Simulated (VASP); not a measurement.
# As3S2 (P-3m1) in VASP: further runs

As3S2 is run at these levels: PBE; tasks: single point, relaxation of cell and atoms.

All numbers are computed with VASP 6.6.1; they aren't measurements. Logs are shortened: lines on timing, memory, paths and dates and some standing lists are left out, and cuts for length are marked.

**1. The cell of the first run**

The structure is trigonal, space group P-3m1 (No. 164). The conventional cell has a = 4.782 Å, b = 4.782 Å, c = 5.474 Å, α = 90.00°, β = 90.00°, γ = 120.00°. Within 3.9 Å of As (site symmetry -3m) lie 6 S at 2.99 Å and 6 As at 3.02 Å. As (site symmetry 3m) has 5 S at 2.38 to 3.09 Å and 3 As at 3.02 Å within 3.1 Å. S (site symmetry 3m) has 8 As at 2.38 to 3.09 Å within 3.1 Å.

**2. Single point, PBE**

INCAR

```
PREC = Accurate
ENCUT = 520
EDIFF = 1E-7
ISMEAR = 0
SIGMA = 0.1
LREAL = F
LASPH = T
NELM = 100
ALGO = Normal
ISIF = 2
LWAVE = F
LCHARG = F
GGA = PE
NBANDS = 22
```

KPOINTS

```
Automatic mesh
0
Gamma
  6 6 4
```

POSCAR

```
As3S2
1.0
    4.7815319030      0.0000000000      0.0000000000
   -2.3907659515      4.1409280970      0.0000000000
    0.0000000000      0.0000000000      5.4740414408
As S
3 2
Direct
    0.0000000000      0.0000000000      0.0000000000
    0.3333333333      0.6666666667      0.7773753980
    0.6666666667      0.3333333333      0.2226246020
    0.3333333333      0.6666666667      0.2120893171
    0.6666666667      0.3333333333      0.7879106829
```

Potentials or basis: VASP PAW PBE potentials, release 64 (As, S).

Started as:

```console
cat potpaw_PBE.64/As/POTCAR potpaw_PBE.64/S/POTCAR > POTCAR
mpirun -np 1 vasp_std > vasp.out
```

OUTCAR:

```text
PREC = Accurate
   ENCUT = 520
   EDIFF = 1E-7
   ISMEAR = 0
   LREAL = F
   LASPH = T
   NELM = 100
   ISIF = 2
   GGA = PE

 ion  position               nearest neighbor table
   1  0.000  0.000  0.000-
   2  0.333  0.667  0.777-   4 2.38   5 2.76   5 2.76   5 2.76
   3  0.667  0.333  0.223-   5 2.38   4 2.76   4 2.76   4 2.76
   4  0.333  0.667  0.212-   2 2.38   3 2.76   3 2.76   3 2.76
   5  0.667  0.333  0.788-   3 2.38   2 2.76   2 2.76   2 2.76

  LATTYP: Found a hexagonal cell.
 ALAT       =     4.7815319030
 C/A-ratio  =     1.1448300569

  Lattice vectors:

 A1 = (   4.7815319030,   0.0000000000,   0.0000000000)
 A2 = (  -2.3907659515,   4.1409280970,   0.0000000000)
 A3 = (   0.0000000000,   0.0000000000,   5.4740414408)

Analysis of symmetry for initial positions (statically):
=====================================================================
 Subroutine PRICEL returns:
 Original cell was already a primitive cell.

 Routine SETGRP: Setting up the symmetry group for a
 hexagonal supercell.

 Subroutine GETGRP returns: Found 12 space group operations
 (whereof 12 operations were pure point group operations)
 out of a pool of 24 trial point group operations.

The static configuration has the point symmetry D_3d.

Analysis of symmetry for dynamics (positions and initial velocities):
=====================================================================
 Subroutine PRICEL returns:
 Original cell was already a primitive cell.

 Routine SETGRP: Setting up the symmetry group for a
 hexagonal supercell.

 Subroutine GETGRP returns: Found 12 space group operations
 (whereof 12 operations were pure point group operations)
 out of a pool of 24 trial point group operations.

The dynamic configuration has the point symmetry D_3d.

 Subroutine INISYM returns: Found 12 space group operations
 (whereof 12 operations are pure point group operations),
 and found     1 'primitive' translations

----------------------------------------------------------------------------------------

                                     Primitive cell

  volume of cell :     108.3859

  direct lattice vectors                    reciprocal lattice vectors
     4.781531903  0.000000000  0.000000000     0.209137996  0.120745878  0.000000000
    -2.390765952  4.140928097  0.000000000     0.000000000  0.241491757  0.000000000
     0.000000000  0.000000000  5.474041441     0.000000000  0.000000000  0.182680385

  length of vectors
     4.781531903  4.781531903  5.474041441     0.241491757  0.241491757  0.182680385

  position of ions in fractional coordinates (direct lattice)
     0.000000000  0.000000000  0.000000000
     0.333333333  0.666666667  0.777375398
     0.666666667  0.333333333  0.222624602
     0.333333333  0.666666667  0.212089317
     0.666666667  0.333333333  0.787910683

  ion indices of the primitive-cell ions
   primitive index   ion index
                 1           1
                 2           2
                 3           3
                 4           4
                 5           5

----------------------------------------------------------------------------------------

 KPOINTS: Automatic mesh

Automatic generation of k-mesh.
 Grid dimensions read from file:
 generate k-points for:    6    6    4

 Generating k-lattice:

  Cartesian coordinates                     Fractional coordinates (reciprocal lattice)
     0.034856333  0.020124313  0.000000000     0.166666667  0.000000000  0.000000000
     0.000000000  0.040248626  0.000000000     0.000000000  0.166666667  0.000000000
     0.000000000  0.000000000  0.045670096     0.000000000  0.000000000  0.250000000

  Length of vectors
     0.040248626  0.040248626  0.045670096

  Shift w.r.t. Gamma in fractional coordinates (k-lattice)
     0.000000000  0.000000000  0.000000000

 Subroutine IBZKPT returns following result:
 ===========================================

 Found     24 irreducible k-points:

 Following reciprocal coordinates:
            Coordinates               Weight
  0.000000  0.000000  0.000000      1.000000
  0.166667 -0.000000  0.000000      6.000000
  0.333333  0.000000  0.000000      6.000000
  0.500000 -0.000000  0.000000      3.000000
  0.166667  0.166667  0.000000      6.000000
  0.333333  0.166667  0.000000     12.000000
[... 16 lines left out ...]
  0.333333  0.166667  0.500000     12.000000
  0.333333  0.333333  0.500000      2.000000
   k-points           NKPTS =     24   k-points in BZ     NKDIM =     24   number of bands    NBANDS=     22
   number of dos      NEDOS =    301   number of ions     NIONS =      5
   total plane-waves  NPLWV =  54432
   dimension x,y,z NGX =    36 NGY =   36 NGZ =   42
   dimension x,y,z NGXF=    72 NGYF=   72 NGZF=   84
   ions per type =               3   2
   NGX,Y,Z   is equivalent  to a cutoff of  12.52, 12.52, 12.76 a.u.
   NGXF,Y,Z  is equivalent  to a cutoff of  25.03, 25.03, 25.51 a.u.
 SYSTEM =  unknown system
   PREC   = accura    normal or accurate (medium, high low for compatibility)
   ISTART =      0    job   : 0-new  1-cont  2-samecut
   ICHARG =      2    charge: 1-file 2-atom 10-const
   ISPIN  =      1    spin polarized calculation?
   LNONCOLLINEAR =      F non collinear calculations
   LSORBIT =      F    spin-orbit coupling
   LASPH  =      T    aspherical Exc in radial PAW
   ENCUT  =  520.0 eV  38.22 Ry    6.18 a.u.   8.89  8.89 10.18*2*pi/ulx,y,z
   NELM   =    100;   NELMIN=  2; NELMDL= -5     # of ELM steps
   EDIFF  = 0.1E-06   stopping-criterion for ELM
   LREAL  =      F    real-space projection
   EDIFFG = 0.1E-05   stopping-criterion for IOM
   NSW    =      0    number of steps for IOM
   IBRION =     -1    ionic relax: 0-MD 1-quasi-New 2-CG
   NFREE  =      0    steps in history (QN), initial steepest desc. (CG)
   ISIF   =      2    stress and relaxation
   ISYM   =      2    0-nonsym 1-usesym 2-fastsym
   POTIM  = 0.5000    time-step for ionic-motion
   TEBEG  =    0.0;   TEEND  =   0.0 temperature during run
   PSTRESS=    0.0 pullay stress
   NELECT =      27.0000    total number of electrons
   NUPDOWN=      -1.0000    fix difference up-down
   EMIN   =  10.00;   EMAX   =-10.00  energy-range for DOS
   EFERMI =   0.00;   METHOD = LEGACY
   ISMEAR =     0;   SIGMA  =   0.10  broadening in eV -4-tet -1-fermi 0-gaus
   EFERMI_NEDOS =   21; number of points for ismear=-14 and -15
   IALGO  =     38    algorithm
   IMIX   =      4    mixing-type and parameters
     AMIX     =   0.40;   BMIX     =  1.00
     AMIX_MAG =   1.60;   BMIX_MAG =  1.00
  volume/ion in A,a.u.               =      21.68       146.28
  Fermi-wavevector in a.u.,A,eV,Ry     =   1.030082  1.946573 14.436720  1.061069
  Thomas-Fermi vector in A             =   2.164162
   LORBIT       =      0    0 simple, 1 ext, 2 COOP (PROOUT), +10 PAW based schemes
   GGA     = PE    functional components
   LHFCALC =     F    Hartree Fock is set to
   AEXX    =    0.0000 exact exchange contribution
   IVDW    =     0    specifies the selected vdW correction
   LEPSILON=     F    determine dielectric tensor
   LRPA    =     F    only Hartree local field effects (RPA)
 non-spin polarized calculation
 Gauss-broadening in eV      SIGMA  =   0.10
  energy-cutoff  :      520.00
  volume of cell :      108.39
 maximum number of plane-waves:      2937
   NGX = 17   NGY = 17   NGZ = 21

 number of electron      27.0000002 magnetization

 Free energy of the ion-electron system (eV)
  ---------------------------------------------------
  ext. energy  EPLUGINS =         0.00000000
  ---------------------------------------------------
  free energy    TOTEN  =       -20.08326163 eV

  energy without entropy =      -20.07542520  energy(sigma->0) =      -20.07934342

 E-fermi :   5.1460     XC(G=0):  -9.6442

 val. band max:        5.1152696207   @ k =   0.3333   0.1667   0.0000
 cond. band min:       5.1873676898   @ k =   0.3333   0.3333   0.5000
 fundamental gap:      0.0720980691
 Fermi energy:         5.1459924870

 k-point     1 :       0.0000    0.0000    0.0000
  band No.  band energies     occupation
      1     -10.8961      2.00000
      2      -8.0658      2.00000
      3      -5.6688      2.00000
      4      -4.7341      2.00000
      5      -2.7803      2.00000
      6      -1.2384      2.00000
[... 14 lines left out ...]
     21      10.1091      0.00000
     22      10.1091      0.00000

 k-point     2 :       0.1667   -0.0000    0.0000
  band No.  band energies     occupation
      1     -10.7155      2.00000
      2      -8.1227      2.00000
      3      -5.8340      2.00000
      4      -5.0017      2.00000
      5      -3.2153      2.00000
      6      -1.3476      2.00000
[... 14 lines left out ...]
     21      10.4997      0.00000
     22      10.6818      0.00000

 k-point     3 :       0.3333    0.0000    0.0000
  band No.  band energies     occupation
      1     -10.2131      2.00000
      2      -8.4677      2.00000
      3      -6.0723      2.00000
      4      -5.3450      2.00000
      5      -4.1222      2.00000
      6      -1.5625      2.00000
[... 14 lines left out ...]
     21      10.0534      0.00000
     22      10.3331      0.00000
[... 476 lines left out ...]
 k-point    23 :       0.3333    0.1667    0.5000
  band No.  band energies     occupation
      1      -9.5572      2.00000
      2      -8.6988      2.00000
      3      -6.5397      2.00000
      4      -5.9084      2.00000
      5      -5.4238      2.00000
      6      -0.6264      2.00000
[... 14 lines left out ...]
     21      11.2811      0.00000
     22      11.5727      0.00000

 k-point    24 :       0.3333    0.3333    0.5000
  band No.  band energies     occupation
      1      -9.0601      2.00000
      2      -9.0601      2.00000
      3      -6.2738      2.00000
      4      -6.0797      2.00000
      5      -6.0797      2.00000
      6      -0.3516      2.00000
[... 14 lines left out ...]
     21      10.8688      0.00000
     22      11.1807      0.00000

------------------------ aborting loop because EDIFF is reached ----------------------------------------

  FORCE on cell =-STRESS in cart. coord.  units (eV):
  Direction    XX          YY          ZZ          XY          YZ          ZX
  --------------------------------------------------------------------------------------
  -------------------------------------------------------------------------------------
  Total        0.1341742      0.1341742      0.1607619      0.0000000      0.0000000      0.0000000
  in kB        1.9833843      1.9833843      2.3764069      0.0000000      0.0000000      0.0000000
  external PRESSURE =       2.1143919 kB  Pullay stress =       0.0000000 kB

 VOLUME and BASIS-vectors are now :
 -----------------------------------------------------------------------------
  energy-cutoff  :      520.00
  volume of cell :      108.39
      direct lattice vectors                 reciprocal lattice vectors
     4.781531903  0.000000000  0.000000000     0.209137996  0.120745878  0.000000000
    -2.390765952  4.140928097  0.000000000     0.000000000  0.241491757  0.000000000
     0.000000000  0.000000000  5.474041441     0.000000000  0.000000000  0.182680385

 POSITION                                       TOTAL-FORCE (eV/Angst)
 -----------------------------------------------------------------------------------
      0.00000      0.00000      0.00000        -0.000000      0.000000     -0.000000
     -0.00000      2.76062      4.25539        -0.000000      0.000000     -0.037854
      2.39077      1.38031      1.21866         0.000000      0.000000      0.037854
     -0.00000      2.76062      1.16099         0.000000      0.000000      0.023900
      2.39077      1.38031      4.31306        -0.000000     -0.000000     -0.023900
 -----------------------------------------------------------------------------------
    total drift:                                0.000000     -0.000000     -0.000000

  FREE ENERGIE OF THE ION-ELECTRON SYSTEM (eV)
  ---------------------------------------------------
  free  energy   TOTEN  =       -20.0832616321 eV

  energy  without entropy=      -20.0754252016  energy(sigma->0) =      -20.07934342
```

Wall time 68 s (1 thread of Intel Xeon 8259CL, shared host); peak memory 0.24 GiB.

What came out:

```
Free energy            : -20.0833 eV
Pressure               : 0.2 GPa
Largest force          : 0.038 eV/Å
Band gap on the k mesh : zero (an odd number of electrons rules out a gap without spin polarisation)
```

Forces in eV/Å, atoms in the order of the input:
```
As   0.000  0.000  0.000
As   0.000  0.000 -0.038
As   0.000  0.000  0.038
S    0.000  0.000  0.024
S    0.000  0.000 -0.024
```

Levels at points of the mesh, in eV from the Fermi level:
| k point | band 11 | band 12 | band 13 | band 14 | band 15 | band 16 |
| --- | --- | --- | --- | --- | --- | --- |
| (0.00, 0.00, 0.00) | -3.71 | -2.75 | -2.75 | -0.41 | 0.62 | 0.62 |
| (0.50, 0.00, 0.00) | -2.75 | -1.73 | 0.25 | 0.44 | 1.04 | 1.60 |
| (0.00, 0.00, 0.50) | -3.28 | -3.28 | -2.15 | -0.96 | -0.18 | -0.03 |
| (0.50, 0.00, 0.50) | -1.94 | -1.70 | -0.24 | 0.54 | 0.56 | 0.58 |

Caveat: this functional lacks dispersion, which binds layers or chains, so the pressure and a relaxed spacing across them are unreliable.

**3. Relaxation of cell and atoms, PBE**

This run uses another cell than the first one, of 20.43 Å³/atom.

INCAR

```
SYSTEM = As3S2
PREC = Accurate
ENCUT = 600
EDIFF = 1E-7
ISMEAR = 0
SIGMA = 0.1
LREAL = .FALSE.
LASPH = .TRUE.
NELM = 60
ALGO = Normal
ISIF = 3
LWAVE = .FALSE.
LCHARG = .FALSE.
GGA = PE
IBRION = 2
NSW = 90
EDIFFG = -0.04
```

KPOINTS

```
regular mesh
0
G
  6 6 4
  0 0 0
```

POSCAR

```
As3S2
1.0
    4.2325984139      0.0000000000      0.0000000000
   -2.1162992069      3.6655377504      0.0000000000
    0.0000000000      0.0000000000      6.5852356033
As S
3 2
Direct
    0.0000000000      0.0000000000      0.0000000000
    0.3333333333      0.6666666667      0.6450000000
    0.6666666667      0.3333333333      0.3550000000
    0.3333333333      0.6666666667      0.2450000000
    0.6666666667      0.3333333333      0.7550000000
```

Potentials or basis: VASP PAW PBE potentials, release 64 (As, S).

Started as:

```console
cat potpaw_PBE.64/As/POTCAR potpaw_PBE.64/S/POTCAR > POTCAR
mpirun -np 1 vasp_std > vasp.out
```

Wall time 60 min (1 thread of Intel Xeon 8259CL, shared host); peak memory 0.3 GiB.

Results (log left out):

- Free energy: -22.0559 eV
- Relaxed volume: 22.76 Å³/atom
- Relaxed cell: a = 3.577 Å, b = 3.577 Å, c = 10.268 Å, α = 90.00°, β = 90.00°, γ = 120.00°
- Space group after relaxing (to 0.1 Å): P-3m1 (No. 164)
- Energy gained by relaxing: 737.3 meV/atom
- Ionic steps: 56
- Pressure after relaxing: 0.1 GPa
- Largest force after relaxing: 0.028 eV/Å
- Band gap on the k mesh: zero (an odd number of electrons rules out a gap without spin polarisation)

Forces on the atoms (eV/Å):
```
As   0.000  0.000  0.000
As   0.000  0.000  0.018
As   0.000  0.000 -0.018
S    0.000  0.000  0.028
S    0.000  0.000 -0.028
```

Step by step:
| step | energy change (eV) | largest force (eV/Å) | pressure (GPa) | volume (Å³) |
| --- | --- | --- | --- | --- |
| 1 | 0.0000 | 0.9606 | 2.88 | 102.17 |
| 3 | -0.1779 | 0.6443 | -2.44 | 110.20 |
| 5 | -0.7444 | 0.3873 | 0.38 | 103.16 |
| 7 | -0.7548 | 0.2162 | 1.23 | 102.31 |
| 9 | -0.8782 | 0.5640 | 1.47 | 105.82 |
| 11 | -0.9783 | 0.6145 | -1.14 | 111.79 |
| 13 | -1.0431 | 0.3952 | 0.91 | 108.39 |
| 15 | -1.1051 | 0.2805 | -1.38 | 110.57 |
| 17 | -1.2033 | 0.6339 | 0.36 | 103.18 |
| 19 | -1.4958 | 1.3135 | 1.74 | 97.15 |
| 21 | -1.4883 | 1.4722 | 2.97 | 95.59 |
| 23 | -1.5036 | 1.6986 | 4.73 | 94.07 |
| 25 | -1.5613 | 1.8658 | 7.13 | 92.80 |
| 27 | -1.7468 | 1.7323 | 6.56 | 93.79 |
| 29 | -2.3218 | 1.0670 | 5.02 | 98.24 |
| 31 | -2.3889 | 1.2730 | 4.86 | 101.09 |
| 33 | -2.5070 | 0.9324 | 2.98 | 102.37 |
| 35 | -2.6958 | 0.6385 | -3.09 | 109.65 |
| 37 | -3.1542 | 0.6341 | -3.61 | 107.94 |
| 39 | -3.1914 | 1.5726 | -3.58 | 106.50 |
| 41 | -3.3883 | 0.9854 | 0.11 | 101.57 |
| 43 | -3.5069 | 0.3460 | 2.06 | 100.18 |
| 45 | -3.5569 | 0.3894 | 1.89 | 102.05 |
| 47 | -3.5856 | 0.4453 | -0.54 | 105.45 |
| 49 | -3.6469 | 0.3395 | 0.16 | 107.37 |
| 51 | -3.6641 | 0.2677 | 0.54 | 109.09 |
| 53 | -3.6840 | 0.0950 | -0.58 | 115.24 |
| 55 | -3.6863 | 0.0436 | -0.02 | 114.00 |
| 56 | -3.6864 | 0.0276 | 0.05 | 113.81 |

Final structure:
```yaml
crystal:
  lattice:
    - [3.57745, 0.00000, 0.00000]
    - [-1.78872, 3.09816, 0.00000]
    - [0.00000, 0.00000, 10.26801]
  atoms:
    - { symbol: As, position: [0.00000, 0.00000, 0.00000] }
    - { symbol: As, position: [0.33333, 0.66667, 0.56768] }
    - { symbol: As, position: [0.66667, 0.33333, 0.43232] }
    - { symbol: S, position: [0.33333, 0.66667, 0.14135] }
    - { symbol: S, position: [0.66667, 0.33333, 0.85865] }
```

Levels at points of the mesh, in eV from the Fermi level:
```csv
k point,band 10,band 11,band 12,band 13,band 14,band 15,band 16,band 17
"(0.00, 0.00, 0.00)",-1.03,-1.03,-0.21,-0.21,0.79,1.73,2.30,2.53
"(0.50, 0.00, 0.00)",-2.14,-1.87,-1.70,-1.22,-1.02,1.83,2.30,3.89
"(0.00, 0.00, 0.50)",-1.02,-0.41,-0.23,-0.23,0.28,2.00,2.19,3.31
"(0.50, 0.00, 0.50)",-2.41,-2.17,-1.54,-1.18,-0.78,1.63,3.04,3.61
```

Caveat: a cell axis changed by over 15 % at a fixed basis, so the end point is rough; this functional lacks dispersion, which binds layers or chains, so the pressure and a relaxed spacing across them are unreliable.

[end of part 1 of 2]

The gap in the log of VASP goes by the Fermi energy; the results here count the filled bands.